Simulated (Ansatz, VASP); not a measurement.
# Two plane-wave programs on TiC

```
Ti C
1.0
     0.00000    1.92273    2.16646
     2.41019    0.00000    2.16646
     2.41019    1.92273    0.00000
Ti C
1 1
Direct
  0.00000 0.00000 0.00000
  0.50000 0.50000 0.50000
```

Change from the starting cell: strain +0.1125 x Voigt [1, -1, 0, 0, 0, 0], atoms carried along.

Alike in both runs: task single point; functional PBE; k mesh 24 × 24 × 24; occupations gaussian, width 0.15 eV; no spin polarisation.

```csv
,VASP,Ansatz
version,VASP 6.6.1,Ansatz 0.2.0
potentials or method,"VASP PAW PBE potentials, release 64 (Ti_sv, C), cutoff 520 eV","scalar-relativistic, plane waves, PAW"
valence electrons in the cell,16,16
```

Ansatz gave:

```
gap on the k mesh at the Fermi level (eV)                     : none
pressure (GPa)                                                : 21.9
traceless stress, the component that is largest in VASP (GPa) : 63.79
```

Problem. Which values does VASP return?

Solution. gap on the k mesh at the Fermi level (eV): none; pressure (GPa): 22.0; traceless stress, the component that is largest in VASP (GPa): 63.87.

A gap of «none» marks a metal or a gap that the smearing closes. The functional is the same, so the differences come from potentials, cutoffs and numerics.
